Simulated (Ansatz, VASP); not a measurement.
**Si3Ni: VASP beside Ansatz**

```
Si Ni
1.0
     4.73119    0.00000    0.00000
     0.00000    4.73119    0.00000
     0.00000    0.00000    4.73119
Si Ni
6 2
Direct
  0.25000 0.00000 0.50000
  0.50000 0.75000 0.00000
  0.75000 0.00000 0.50000
  0.50000 0.25000 0.00000
  0.00000 0.50000 0.75000
  0.00000 0.50000 0.25000
  0.00000 0.00000 0.00000
  0.50000 0.50000 0.50000
```

Change from the starting cell: species swapped into the Cr3Ga type (Pm-3n, No. 223).

Alike in both runs: functional PBE; k mesh 8 × 8 × 8; occupations gaussian, width 0.1 eV; no spin polarisation.

Ansatz relaxed the structure, and its values are those at the end. VASP's run is a single point on that final structure, the one shown.

|  | VASP | Ansatz |
| --- | --- | --- |
| version | VASP 6.6.1 | Ansatz 0.2.0 |
| potentials or method | VASP PAW PBE potentials, release 64 (Si, Ni), cutoff 520 eV | scalar-relativistic, plane waves, PAW |
| valence electrons in the cell | 44 | 60 |

```csv
,VASP,Ansatz,Ansatz less VASP
gap on the k mesh at the Fermi level (eV),none,none,-
pressure (GPa),0.0,0.0,0.00
```

A gap of «none» marks a metal or a gap that the smearing closes. VASP's potentials hold 44 valence electrons a cell and Ansatz's 60, so a difference there can come from the potentials and not from the codes.
